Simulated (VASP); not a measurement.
# RbZnI3 (Pm-3m) in VASP: further runs, part 3 of 3

VASP 6.6.1. Earlier steps stand in the parts before.

**5. Single point, r2SCAN (volume changed by -6%)**

POSCAR

```
RbZnI3
1.0
    5.6049629018      0.0000000000      0.0000000000
    0.0000000000      5.6049629018      0.0000000000
    0.0000000000      0.0000000000      5.6049629018
Rb Zn I
1 1 3
Direct
    0.0000000000      0.0000000000      0.0000000000
    0.5000000000      0.5000000000      0.5000000000
    0.5000000000      0.5000000000      0.0000000000
    0.5000000000      0.0000000000      0.5000000000
    0.0000000000      0.5000000000      0.5000000000
```

INCAR.step1

```
ALGO = Normal
EDIFF = 1E-4
ENCUT = 520
GGA = PE
ISMEAR = -1
LASPH = True
LCHARG = False
LREAL = False
LWAVE = True
NBANDS = 29
NELM = 80
PREC = Accurate
SIGMA = 0.02
```

INCAR.step2

```
ALGO = Normal
EDIFF = 1E-7
ENCUT = 520
ISIF = 2
ISMEAR = -1
ISTART = 1
LASPH = True
LCHARG = False
LMIXTAU = True
LREAL = False
LWAVE = False
METAGGA = R2SCAN
NBANDS = 29
NELM = 80
PREC = Accurate
SIGMA = 0.02
```

KPOINTS

```
k-points
0
Gamma
  4 4 4
```

Potentials or basis: VASP PAW PBE potentials, release 64 (Rb_sv, Zn, I).

On the command line:

```sh
> cat potpaw_PBE.64/Rb_sv/POTCAR potpaw_PBE.64/Zn/POTCAR potpaw_PBE.64/I/POTCAR > POTCAR
> cp INCAR.step1 INCAR
> mpirun -np 1 vasp_std > vasp.out
> cp INCAR.step2 INCAR
> mpirun -np 1 vasp_std > vasp.out
```

OUTCAR:

```text
EDIFF = 1E-7
   ENCUT = 520
   ISIF = 2
   ISMEAR = -1
   ISTART = 1
   LASPH = True
   LREAL = False
   METAGGA = R2SCAN
   NELM = 80
   PREC = Accurate

 ion  position               nearest neighbor table
   1  0.000  0.000  0.000-   3 3.96   4 3.96   5 3.96   4 3.96   5 3.96   3 3.96   5 3.96   5 3.96
                             3 3.96   4 3.96   4 3.96   3 3.96
   2  0.500  0.500  0.500-   3 2.80   4 2.80   5 2.80   3 2.80   4 2.80   5 2.80
   3  0.500  0.500  0.000-   2 2.80   2 2.80   1 3.96   1 3.96   1 3.96   1 3.96
   4  0.500  0.000  0.500-   2 2.80   2 2.80   1 3.96   1 3.96   1 3.96   1 3.96
   5  0.000  0.500  0.500-   2 2.80   2 2.80   1 3.96   1 3.96   1 3.96   1 3.96

  LATTYP: Found a simple cubic cell.
 ALAT       =     5.6049629018

  Lattice vectors:

 A1 = (   5.6049629018,   0.0000000000,   0.0000000000)
 A2 = (   0.0000000000,   5.6049629018,   0.0000000000)
 A3 = (   0.0000000000,   0.0000000000,   5.6049629018)

Analysis of symmetry for initial positions (statically):
=====================================================================
 Subroutine PRICEL returns:
 Original cell was already a primitive cell.

 Routine SETGRP: Setting up the symmetry group for a
 simple cubic supercell.

 Subroutine GETGRP returns: Found 48 space group operations
 (whereof 48 operations were pure point group operations)
 out of a pool of 48 trial point group operations.

The static configuration has the point symmetry O_h .

Analysis of symmetry for dynamics (positions and initial velocities):
=====================================================================
 Subroutine PRICEL returns:
 Original cell was already a primitive cell.

 Routine SETGRP: Setting up the symmetry group for a
 simple cubic supercell.

[... 111 lines left out ...]
   EFERMI_NEDOS =   21; number of points for ismear=-14 and -15
   IALGO  =     38    algorithm
   IMIX   =      4    mixing-type and parameters
     AMIX     =   0.40;   BMIX     =  1.00
     AMIX_MAG =   1.60;   BMIX_MAG =  1.00
  volume/ion in A,a.u.               =      35.22       237.65
  Fermi-wavevector in a.u.,A,eV,Ry     =   1.015278  1.918598 14.024755  1.030790
  Thomas-Fermi vector in A             =   2.148555
   LORBIT       =      0    0 simple, 1 ext, 2 COOP (PROOUT), +10 PAW based schemes
   METAGGA = R2SCAN    functional components
   LHFCALC =     F    Hartree Fock is set to
   AEXX    =    0.0000 exact exchange contribution
   IVDW    =     0    specifies the selected vdW correction
   LEPSILON=     F    determine dielectric tensor
   LRPA    =     F    only Hartree local field effects (RPA)
 non-spin polarized calculation
  energy-cutoff  :      520.00
  volume of cell :      176.08
 maximum number of plane-waves:      4780
 NGX is ok and might be reduce to    42
   NGX = 21   NGY = 21   NGZ = 21

 number of electron      42.0000044 magnetization

 Free energy of the ion-electron system (eV)
  ---------------------------------------------------
  ext. energy  EPLUGINS =         0.00000000
  ---------------------------------------------------
  free energy    TOTEN  =      -101.25328515 eV

  energy without entropy =     -101.25122497  energy(sigma->0) =     -101.25225506

 E-fermi :   2.0413     XC(G=0):  -8.8001

 val. band max:        2.0072223741   @ k =   0.5000   0.5000   0.5000
 cond. band min:       3.0090852918   @ k =   0.2500   0.0000   0.0000
 fundamental gap:      1.0018629177
 Fermi energy:         2.0413462947

 k-point     1 :       0.0000    0.0000    0.0000
  band No.  band energies     occupation
      1     -24.8729      2.00000
      2     -10.8873      2.00000
      3      -9.7427      2.00000
      4      -9.7427      2.00000
      5      -8.4296      2.00000
      6      -8.4296      2.00000
[... 309 lines left out ...]
     28       8.9573      0.00000
     29       8.9573      0.00000

------------------------ aborting loop because EDIFF is reached ----------------------------------------

  FORCE on cell =-STRESS in cart. coord.  units (eV):
  Direction    XX          YY          ZZ          XY          YZ          ZX
  --------------------------------------------------------------------------------------
  -------------------------------------------------------------------------------------
  Total        1.9852389      1.9852389      1.9852389      0.0000000      0.0000000     -0.0000000
  in kB       18.0636345     18.0636345     18.0636345      0.0000000      0.0000000     -0.0000000
  external PRESSURE =      18.0636345 kB  Pullay stress =       0.0000000 kB

 VOLUME and BASIS-vectors are now :
 -----------------------------------------------------------------------------
  energy-cutoff  :      520.00
  volume of cell :      176.08
      direct lattice vectors                 reciprocal lattice vectors
     5.604962902  0.000000000  0.000000000     0.178413313  0.000000000  0.000000000
     0.000000000  5.604962902  0.000000000     0.000000000  0.178413313  0.000000000
     0.000000000  0.000000000  5.604962902     0.000000000  0.000000000  0.178413313

 POSITION                                       TOTAL-FORCE (eV/Angst)
 -----------------------------------------------------------------------------------
      0.00000      0.00000      0.00000         0.000000      0.000000      0.000000
      2.80248      2.80248      2.80248         0.000000      0.000000      0.000000
      2.80248      2.80248      0.00000         0.000000      0.000000      0.000000
      2.80248      0.00000      2.80248         0.000000      0.000000      0.000000
      0.00000      2.80248      2.80248         0.000000      0.000000      0.000000
 -----------------------------------------------------------------------------------
    total drift:                                0.000000     -0.000000     -0.000000

  FREE ENERGIE OF THE ION-ELECTRON SYSTEM (eV)
  ---------------------------------------------------
  free  energy   TOTEN  =      -101.2532851493 eV

  energy  without entropy=     -101.2512249710  energy(sigma->0) =     -101.25225506
```

OSZICAR.step1:

```text
N       E                     dE             d eps       ncg     rms          rms(c)
DAV:   1     0.283061204227E+03    0.28306E+03   -0.17408E+04   580   0.132E+03
DAV:   2     0.153699207737E+02   -0.26769E+03   -0.25724E+03   687   0.271E+02
DAV:   3    -0.103137642338E+02   -0.25684E+02   -0.25578E+02   687   0.878E+01
DAV:   4    -0.111254486109E+02   -0.81168E+00   -0.81094E+00   936   0.156E+01
DAV:   5    -0.111348075229E+02   -0.93589E-02   -0.93572E-02   780   0.142E+00    0.624E+00
DAV:   6    -0.106220138973E+02    0.51279E+00   -0.11323E+00   695   0.210E+01    0.485E+00
DAV:   7    -0.105714185201E+02    0.50595E-01   -0.62000E-01   660   0.396E+00    0.187E+00
DAV:   8    -0.105745174538E+02   -0.30989E-02   -0.23600E-02   704   0.951E-01    0.615E-01
DAV:   9    -0.105747780386E+02   -0.26058E-03   -0.29764E-03   658   0.536E-01    0.779E-02
DAV:  10    -0.105748009474E+02   -0.22909E-04   -0.47547E-04   639   0.238E-01
   1 F= -.10574801E+02 E0= -.10573774E+02  d E =-.205462E-02
```

Run time: 3.6 min. Hardware: 1 thread of Intel Xeon Platinum 8259CL at 2.50GHz (Skylake/Cascade Lake), shared host; peak memory 0.31 GiB.

Results:

```yaml
Free_energy: -101.2533 eV
Pressure: 1.8 GPa
Band_gap_on_the_k_mesh: zero (band 21 reaches 2.01 eV, above the bottom of band 22 at 1.48 eV)
```

Levels at points of the mesh, in eV from the Fermi level:
| k point | band 17 | band 18 | band 19 | band 20 | band 21 | band 22 | band 23 | band 24 | band 25 | band 26 |
| --- | --- | --- | --- | --- | --- | --- | --- | --- | --- | --- |
| (0.00, 0.00, 0.00) | -1.09 | -1.09 | -0.60 | -0.60 | -0.60 | -0.56 | 4.37 | 5.10 | 5.10 | 5.63 |
| (0.50, 0.00, 0.00) | -1.49 | -1.49 | -1.42 | -0.86 | -0.86 | 2.69 | 5.03 | 5.97 | 6.69 | 6.70 |
| (0.50, 0.50, 0.00) | -1.62 | -1.57 | -1.57 | -0.44 | -0.07 | 4.23 | 5.08 | 5.08 | 6.39 | 7.04 |
| (0.50, 0.50, 0.50) | -0.42 | -0.42 | -0.03 | -0.03 | -0.03 | 4.50 | 4.50 | 4.50 | 4.50 | 6.01 |

Caveat: the PAW data sets were made with another functional, which shifts forces and pressure a little; spin-orbit coupling is left out, which moves the levels of the heavy elements.

**6. Single point, r2SCAN (volume changed by -3%)**

Edit POSCAR of step 5 so:

```diff
@@ -2,5 +2,5 @@
 1.0
-    5.6049629018      0.0000000000      0.0000000000
-    0.0000000000      5.6049629018      0.0000000000
-    0.0000000000      0.0000000000      5.6049629018
+    5.6639668473      0.0000000000      0.0000000000
+    0.0000000000      5.6639668473      0.0000000000
+    0.0000000000      0.0000000000      5.6639668473
 Rb Zn I
```

INCAR.step1

```
  PREC = Accurate
  ENCUT = 520
  ISMEAR = -1
  SIGMA = 0.02
  LREAL = F
  LASPH = T
  NELM = 60
  NBANDS = 29
  GGA = PE
  ALGO = Normal
  EDIFF = 1E-4
  LWAVE = T
  LCHARG = F
```

INCAR.step2

```
  PREC = Accurate
  ENCUT = 520
  EDIFF = 1E-6
  ISMEAR = -1
  SIGMA = 0.02
  LREAL = F
  LASPH = T
  NELM = 60
  ALGO = Normal
  ISIF = 2
  LWAVE = F
  LCHARG = T
  METAGGA = R2SCAN
  LMIXTAU = T
  LELF = T
  LVHAR = T
  NBANDS = 29
  ISTART = 1
```

KPOINTS

```
Automatic mesh
0
Gamma
  4 4 4
```

Potentials or basis: VASP PAW PBE potentials, release 64 (Rb_sv, Zn, I).

On the command line:

```sh
> cat potpaw_PBE.64/Rb_sv/POTCAR potpaw_PBE.64/Zn/POTCAR potpaw_PBE.64/I/POTCAR > POTCAR
> cp INCAR.step1 INCAR
> mpirun -np 1 vasp_std > vasp.out
> cp INCAR.step2 INCAR
> mpirun -np 1 vasp_std > vasp.out
```

Wall time 3.2 min (1 thread of Intel Xeon Platinum 8259CL at 2.50GHz (Skylake/Cascade Lake), shared host); peak memory 0.31 GiB.

Results (log left out):

| Quantity | Value |
| --- | --- |
| Free energy | -101.2993 eV |
| Pressure | 0.8 GPa |
| Band gap on the k mesh | zero (band 21 reaches 1.73 eV, above the bottom of band 22 at 1.19 eV) |

Levels at points of the mesh, in eV from the Fermi level:
```tsv
k point	band 19	band 20	band 21	band 22	band 23	band 24
(0.00, 0.00, 0.00)	-0.58	-0.58	-0.58	-0.57	4.32	5.18
(0.50, 0.00, 0.00)	-1.34	-0.81	-0.81	2.60	5.06	5.95
(0.50, 0.50, 0.00)	-1.49	-0.45	-0.07	4.11	5.08	5.08
(0.50, 0.50, 0.50)	-0.04	-0.04	-0.04	4.49	4.49	4.49
```

Caveat: the PAW data sets were made with another functional, which shifts forces and pressure a little; spin-orbit coupling is left out, which moves the levels of the heavy elements.

**7. Summary**

```tsv
level	cell	gap on the mesh (eV)	pressure (GPa)
PBE	a = 5.779 Å, 5 atoms	none	0.1
PBE	a = 5.836 Å, 5 atoms	none	-0.5
PBE	a = 5.893 Å, 5 atoms	none	-1.0
r2SCAN	a = 5.605 Å, 5 atoms	none	1.8
r2SCAN	a = 5.664 Å, 5 atoms	none	0.8
```

Alike in all rows: task single point; potentials or basis VASP PAW PBE potentials, release 64 (Rb_sv, Zn, I); no spin polarisation; k mesh 4 × 4 × 4; cutoff (eV) 520; smearing fermi-dirac 0.02 eV.

Caveats: spin-orbit coupling is left out, which moves the levels of the heavy elements; the PAW data sets were made with another functional, which shifts forces and pressure a little (some runs).

Absolute energies hang on the potentials; compare differences alone.
